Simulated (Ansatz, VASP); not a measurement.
# SiC in VASP and in Ansatz

```xyz
6
Lattice="3.0611 0.0000 0.0000 -1.5305 2.6510 0.0000 0.0000 0.0000 7.4980" Properties=species:S:1:pos:R:3 pbc="T T T"
Si    0.0000    0.0000    0.0000
Si    0.0000    1.7673    2.4993
Si    1.5305    0.8837    4.9986
C     0.0000    0.0000    1.8745
C     0.0000    1.7673    4.3738
C     1.5305    0.8837    6.8731
```

Alike in both runs: functional LDA; k mesh 12 × 12 × 4; no spin polarisation.

Ansatz relaxed the structure, and its values are those at the end. VASP's run is a single point on that final structure, the one shown.

|  | VASP | Ansatz |
| --- | --- | --- |
| version | VASP 6.6.1 | Ansatz 0.2.0 |
| potentials or method | VASP PAW LDA potentials, release 64 (Si, C), cutoff 520 eV | scalar-relativistic, plane waves, PAW |
| occupations | gaussian, width 0.01 eV | fixed |
| valence electrons in the cell | 24 | 24 |

Ansatz gave:

| Quantity | Value |
| --- | --- |
| gap on the k mesh at the Fermi level (eV) | 1.30 |
| least direct gap on the mesh (eV) | 2.92 |
| pressure (GPa) | 0.0 |

Which values does VASP return?

gap on the k mesh at the Fermi level (eV): 1.29; least direct gap on the mesh (eV): 2.91; pressure (GPa): 0.4.

LDA's correlation is that of Perdew and Zunger in VASP and of Perdew and Wang (1992) in Ansatz.
